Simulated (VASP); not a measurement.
Wanted: the native input for a VASP 6.6.1 run.

- Task: single point
- Functional: r2SCAN
- Potentials or basis: VASP PAW PBE potentials, release 64 (Al)
- Cutoff: 520 eV
- k mesh: 11 × 11 × 11
- Occupations: methfessel-paxton, width 0.05 eV
- Spin: no spin polarisation
- Dipole correction: no
- Further INCAR settings: ALGO = Normal; EDIFF = 1e-06; NBANDS = 8

Al:

```
Al
1.0
     0.00000    2.02481    2.02481
     2.02481    0.00000    2.02481
     2.02481    2.02481    0.00000
Al
1
Direct
  0.00000 0.00000 0.00000
```

One way to write it, as run:

POSCAR

```
Al
1.0
    0.0000000000      2.0248050000      2.0248050000
    2.0248050000      0.0000000000      2.0248050000
    2.0248050000      2.0248050000      0.0000000000
Al
1
Direct
    0.0000000000      0.0000000000      0.0000000000
```

INCAR.step1

```
SYSTEM = Al
PREC = Accurate ; ENCUT = 520
ISMEAR = 1 ; SIGMA = 0.05
LREAL = .FALSE. ; LASPH = .TRUE.
NELM = 80 ; NBANDS = 8
GGA = PE ; ALGO = Normal
EDIFF = 1E-4 ; LWAVE = .TRUE.
LCHARG = .FALSE.
```

INCAR.step2

```
SYSTEM = Al
PREC = Accurate ; ENCUT = 520
EDIFF = 1E-6 ; ISMEAR = 1
SIGMA = 0.05 ; LREAL = .FALSE.
LASPH = .TRUE. ; NELM = 80
ALGO = Normal ; ISIF = 2
LWAVE = .FALSE. ; LCHARG = .FALSE.
METAGGA = R2SCAN ; LMIXTAU = .TRUE.
NBANDS = 8 ; ISTART = 1
```

KPOINTS

```
regular mesh
0
G
  11 11 11
  0 0 0
```

Potentials or basis: VASP PAW PBE potentials, release 64 (Al).

Run with:

```bash
$ cat potpaw_PBE.64/Al/POTCAR > POTCAR
$ cp INCAR.step1 INCAR
$ mpirun -np 1 vasp_std > vasp.out
$ cp INCAR.step2 INCAR
$ mpirun -np 1 vasp_std > vasp.out
```

Results of the run:

```
Pressure : -3.7 GPa
```

Caveat: the PAW data sets were made with another functional, which shifts forces and pressure a little.

Wall time 79 s on 1 thread of AMD EPYC 7R13 (shared host), peak memory 0.1 GiB.
